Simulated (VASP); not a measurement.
Write the native input for VASP 6.6.1 that does the following.

```yaml
Task: single point
Functional: revPBE
Potentials_or_basis: VASP PAW PBE potentials, release 64 (In_d)
Cutoff: 520 eV
k_mesh: 11 × 11 × 11
Occupations: fermi-dirac, width 0.05 eV
Spin: no spin polarisation
Dipole_correction: no
Further_INCAR_settings: ALGO = Fast; EDIFF = 1e-07; NBANDS = 12
```

The structure of In lies in POSCAR:

```
In
1.0
   -1.6254700000      1.6254700000      2.4737000000
    1.6254700000     -1.6254700000      2.4737000000
    1.6254700000      1.6254700000     -2.4737000000
In
1
Direct
    0.0000000000      0.0000000000      0.0000000000
```

One way to write it, as run:

INCAR

```
SYSTEM = In
ALGO = Fast
EDIFF = 1E-7
ENCUT = 520
GGA = RE
ISIF = 2
ISMEAR = -1
LASPH = .TRUE.
LCHARG = .FALSE.
LREAL = .FALSE.
LWAVE = .FALSE.
NBANDS = 12
NELM = 100
PREC = Accurate
SIGMA = 0.05
```

KPOINTS

```
k-points
0
G
  11 11 11
  0 0 0
```

Potentials or basis: VASP PAW PBE potentials, release 64 (In_d).

Launch:

```console
$ cat potpaw_PBE.64/In_d/POTCAR > POTCAR
$ mpirun -np 1 vasp_std > vasp.out
```

Results of the run:

The pressure is 3.3 GPa.

Caveat: the PAW data sets were made with another functional, which shifts forces and pressure a little.

Run time: 48 s on 1 thread of Intel(R) Xeon(R) Platinum 8375C CPU @ 2.90GHz (Ice Lake) (shared host), peak memory 0.18 GiB.
